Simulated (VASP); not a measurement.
A run of VASP 6.6.1:

POSCAR

```
TaN
1.0
    0.0000000000      2.1982663151      2.1982663151
    2.1982663151      0.0000000000      2.1982663151
    2.1982663151      2.1982663151      0.0000000000
Ta N
1 1
Direct
    0.5000000000      0.5000000000      0.5000000000
    0.0000000000      0.0000000000      0.0000000000
```

File INCAR.step1:

```
SYSTEM = TaN
PREC = Accurate
ENCUT = 520
ISMEAR = 0
SIGMA = 0.1
LREAL = .FALSE.
LASPH = .TRUE.
NELM = 80
NBANDS = 15
GGA = PE
ALGO = Normal
EDIFF = 1E-4
LWAVE = .TRUE.
LCHARG = .FALSE.
```

INCAR.step2

```
SYSTEM = TaN
PREC = Accurate
ENCUT = 520
EDIFF = 1E-6
ISMEAR = 0
SIGMA = 0.1
LREAL = .FALSE.
LASPH = .TRUE.
NELM = 80
ALGO = Normal
ISIF = 2
LWAVE = .FALSE.
LCHARG = .FALSE.
METAGGA = R2SCAN
LMIXTAU = .TRUE.
NBANDS = 15
ISTART = 1
```

KPOINTS

```
regular mesh
0
G
  16 16 16
  0 0 0
```

Potentials or basis: VASP PAW PBE potentials, release 64 (Ta_pv, N).

Run with:

```console
$ cat potpaw_PBE.64/Ta_pv/POTCAR potpaw_PBE.64/N/POTCAR > POTCAR
$ cp INCAR.step1 INCAR
$ mpirun -np 1 vasp_std > vasp.out
$ cp INCAR.step2 INCAR
$ mpirun -np 1 vasp_std > vasp.out
```

Hardware: 1 thread of Intel(R) Xeon(R) 6975P-C (Granite Rapids) (shared host).

Task: Estimate the wall time of this run.

Result: It took 46 s on 1 thread of Intel(R) Xeon(R) 6975P-C (Granite Rapids), with other jobs on the host, peak memory 0.18 GiB. Counts: k points 145.
